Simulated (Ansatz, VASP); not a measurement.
# One calculation of SnO, two programs

```xyz
4
Lattice="3.9456 0.0000 0.0000 0.0000 3.7986 0.0000 0.0000 0.0000 5.0739" Properties=species:S:1:pos:R:3 pbc="T T T"
Sn    0.0000    1.8993    1.1576
Sn    1.9728    0.0000    3.9163
O     1.9728    1.8993    0.0356
O     0.0000    0.0000   -0.0356
```

Alike in both runs: task single point; functional PBE; k mesh 10 × 10 × 8; occupations gaussian, width 0.01 eV; no spin polarisation.

|  | VASP | Ansatz |
| --- | --- | --- |
| version | VASP 6.6.1 | Ansatz 0.2.0 |
| potentials or method | VASP PAW PBE potentials, release 64 (Sn_d, O), cutoff 520 eV | scalar-relativistic, plane waves, PAW |
| valence electrons in the cell | 40 | 40 |

```csv
,VASP,Ansatz,Ansatz less VASP
gap on the k mesh at the Fermi level (eV),0.52,0.51,-0.006
least direct gap on the mesh (eV),1.92,1.95,+0.030
pressure (GPa),0.1,-0.1,-0.18
"traceless stress, the component that is largest in VASP (GPa)",-0.23,-0.21,+0.022
rms of the force components (eV/Å),0.031,0.000,-0.0311
```

Atom by atom the forces differ by 0.032 eV/Å (rms over components).
